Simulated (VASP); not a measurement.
Pb, 2 atoms in the cell. Symmetry: P6_3/mmc, No. 194, hexagonal system. The conventional cell has a = 3.371 Å, b = 3.371 Å, c = 5.957 Å, α = 90.00°, β = 90.00°, γ = 120.00°. Pb (site symmetry -6m2) has 12 Pb at 3.37 to 3.56 Å within 4.4 Å.  This cell differs from its parent crystal: ratio of the length along z to the lengths across it x 1.1, volume and fractional coordinates fixed.

| Quantity | Value |
| --- | --- |
| Program | VASP 6.6.1 |
| Task | single point |
| Functional | r2SCAN |
| Potentials or basis | VASP PAW PBE potentials, release 64 (Pb_d) |
| Cutoff | 520 eV |
| k mesh | 18 × 18 × 10 |
| Occupations | gaussian, width 0.15 eV |
| Spin | no spin polarisation |
| Dipole correction | no |
| Further INCAR settings | ALGO = Normal; EDIFF = 1e-06; NBANDS = 21 |

Potentials or basis: VASP PAW PBE potentials, release 64 (Pb_d).

Run with:

```bash
$ cat potpaw_PBE.64/Pb_d/POTCAR > POTCAR
$ cp INCAR.step1 INCAR
$ mpirun -np 1 vasp_std > vasp.out
$ cp INCAR.step2 INCAR
$ mpirun -np 1 vasp_std > vasp.out
```

Hardware: 1 thread of Intel(R) Xeon(R) Platinum 8259CL CPU @ 2.50GHz (Skylake/Cascade Lake), with other jobs on the host.

How long does it take, and how much memory?

Wall time 14 min on 1 thread of Intel(R) Xeon(R) Platinum 8259CL CPU @ 2.50GHz (Skylake/Cascade Lake), with other jobs on the host, peak memory 0.35 GiB. Counts: k points 222.
